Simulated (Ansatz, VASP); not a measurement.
One calculation of KMgF3, two programs

INCAR

```
PREC = Accurate
ENCUT = 520
EDIFF = 1E-6
ISMEAR = 0
SIGMA = 0.01
LREAL = False
LASPH = True
NELM = 60
ALGO = Normal
ISIF = 2
LWAVE = False
LCHARG = False
GGA = PE
IVDW = 12
NBANDS = 24
```

File KPOINTS:

```
Automatic mesh
0
Gamma
  6 6 6
```

Contents of POSCAR:

```
KMgF3
1.0
    3.7798164170      0.0000000000      0.0000000000
    0.0000000000      3.7798164170      0.0000000000
    0.0000000000      0.0000000000      3.7798164170
K Mg F
1 1 3
Direct
    0.5000000000      0.5000000000      0.5000000000
    0.0000000000      0.0000000000      0.0000000000
    0.5000000000      0.0000000000      0.0000000000
    0.0000000000      0.5000000000      0.0000000000
    0.0000000000      0.0000000000      0.5000000000
```

Input for Ansatz:

```yaml
crystal:
  lattice:
    - [3.779816417, 0.0, 0.0]
    - [0.0, 3.779816417, 0.0]
    - [0.0, 0.0, 3.779816417]
  atoms:
    - { symbol: K, position: [0.5, 0.5, 0.5] }
    - { symbol: Mg, position: [0.0, 0.0, 0.0] }
    - { symbol: F, position: [0.5, 0.0, 0.0] }
    - { symbol: F, position: [0.0, 0.5, 0.0] }
    - { symbol: F, position: [0.0, 0.0, 0.5] }
scf:
  occupations: { method: fixed }
output:
  forces: true
  stress: true
  eigenvalues: true
hamiltonian:
  xc: pbe
  dispersion: d3bj
basis:
  ecutwfc: 560
kpoints:
  mp_grid: { grid: [6, 6, 6] }
```

Alike in both runs: task single point; functional PBE; dispersion D3(BJ); k mesh 6 × 6 × 6; no spin polarisation.

```csv
,VASP,Ansatz
version,VASP 6.6.1,Ansatz 0.2.0
potentials or method,"VASP PAW PBE potentials, release 64 (K_sv, Mg, F), cutoff 520 eV","scalar-relativistic, plane waves, PAW"
occupations,"gaussian, width 0.01 eV",fixed
valence electrons in the cell,32,40
```

|  | VASP | Ansatz | Ansatz less VASP |
| --- | --- | --- | --- |
| gap on the k mesh at the Fermi level (eV) | 8.63 | 8.66 | +0.026 |
| least direct gap on the mesh (eV) | 8.94 | 8.97 | +0.023 |
| pressure (GPa) | 19.0 | 19.3 | +0.27 |

VASP's potentials hold 32 valence electrons a cell and Ansatz's 40, so a difference there can come from the potentials and not from the codes.
